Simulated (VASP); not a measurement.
Wanted: the native input for a VASP 6.6.1 run.

```
Task                   : single point
Functional             : PBE
Potentials or basis    : VASP PAW PBE potentials, release 64 (Cs_sv, Pb_d, Cl)
Cutoff                 : 520 eV
k mesh                 : 4 × 4 × 4
Occupations            : fermi-dirac, width 0.2 eV
Spin                   : no spin polarisation
Dipole correction      : no
Further INCAR settings : ALGO = Normal; EDIFF = 1e-06; NBANDS = 30
```

The structure of CsPbCl3 lies in POSCAR:

```
CsPbCl3
1.0
    4.0141224310      2.3175546661      3.2773182345
   -4.0141224310      2.3175546661      3.2773182345
    0.0000000000     -4.6351093322      3.2773182345
Cs Pb Cl
1 1 3
Direct
    0.5000000000      0.5000000000      0.5000000000
    0.0000000000      0.0000000000      0.0000000000
    0.5000000000      0.0000514515      0.9999485485
    0.0000514515      0.9999485485      0.5000000000
    0.9999485485      0.5000000000      0.0000514515
```

The input as run:

INCAR

```
PREC     = Accurate       # precision mode
ENCUT    = 520            # plane-wave cutoff, eV
EDIFF    = 1E-6           # SCF threshold, eV
ISMEAR   = -1             # smearing method
SIGMA    = 0.2            # smearing width, eV
LREAL    = F              # projectors in reciprocal space
LASPH    = T              # aspherical terms in the spheres
NELM     = 80             # most SCF steps
ALGO     = Normal         # electronic algorithm
ISIF     = 2              # what is computed and relaxed
LWAVE    = F              # write WAVECAR
LCHARG   = T              # write CHGCAR
GGA      = PE             # functional
LELF     = T              # ELF
LVHAR    = T            
NBANDS   = 30             # bands
```

KPOINTS

```
Automatic mesh
0
Gamma
  4 4 4
```

Potentials or basis: VASP PAW PBE potentials, release 64 (Cs_sv, Pb_d, Cl).

Run with:

```console
$ cat potpaw_PBE.64/Cs_sv/POTCAR potpaw_PBE.64/Pb_d/POTCAR potpaw_PBE.64/Cl/POTCAR > POTCAR
$ mpirun -np 1 vasp_std > vasp.out
```

It gave:

```yaml
Pressure: 0.7 GPa
Band_gap_on_the_k_mesh: 2.10 eV
```

Caveat: spin-orbit coupling is left out, which moves the levels of the heavy elements.

It took 2.4 min on 1 thread of Intel Xeon 8259CL, with other jobs on the host, peak memory 0.29 GiB.
